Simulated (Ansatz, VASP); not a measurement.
# One calculation of C, two programs

The input INCAR:

```
PREC = Accurate
ENCUT = 520
EDIFF = 1E-6
ISMEAR = 0
SIGMA = 0.02
LREAL = False
LASPH = True
NELM = 80
ALGO = Normal
ISIF = 2
LWAVE = False
LCHARG = True
GGA = PS
LELF = True
LVHAR = True
NBANDS = 11
```

Contents of KPOINTS:

```
regular mesh
0
Gamma
  12 12 12
```

POSCAR

```
C
1.0
   -0.0652367720      1.9207218000      1.7602158000
    1.6810328400      0.0139461880      1.6810328400
    1.7602158000      1.9207218000     -0.0652367720
C
2
Direct
    0.4861641294      0.5483207882      0.4861641294
    0.7638358706      0.7016792118      0.7638358706
```

Input for Ansatz:

```yaml
crystal:
  lattice:
    - [-0.065236772, 1.9207218, 1.7602158]
    - [1.68103284, 0.013946188, 1.68103284]
    - [1.7602158, 1.9207218, -0.065236772]
  atoms:
    - { symbol: C, position: [0.4861641294, 0.5483207882, 0.4861641294] }
    - { symbol: C, position: [0.7638358706, 0.7016792118, 0.7638358706] }
basis:
  ecutwfc: 420
kpoints:
  mp_grid: { grid: [12, 12, 12] }
hamiltonian:
  xc: pbesol
scf:
  occupations: { method: gaussian, width: 0.02 }
output:
  forces: true
  stress: true
  eigenvalues: true
```

Alike in both runs: task single point; functional PBEsol; k mesh 12 × 12 × 12; occupations gaussian, width 0.02 eV; no spin polarisation.

```csv
,VASP,Ansatz
version,VASP 6.6.1,Ansatz 0.2.0
potentials or method,"VASP PAW PBE potentials, release 64 (C), cutoff 520 eV","scalar-relativistic, plane waves, PAW"
valence electrons in the cell,8,8
```

|  | VASP | Ansatz | Ansatz less VASP |
| --- | --- | --- | --- |
| gap on the k mesh at the Fermi level (eV) | none | none | - |
| pressure (GPa) | -12.1 | -12.9 | -0.84 |
| traceless stress, the component that is largest in VASP (GPa) | -53.93 | -53.99 | -0.068 |
| rms of the force components (eV/Å) | 2.811 | 2.805 | -0.0059 |

VASP's potentials were made for PBE, not for PBEsol. Atom by atom the forces differ by 0.010 eV/Å (rms over components). A gap of «none» marks a metal or a gap that the smearing closes.
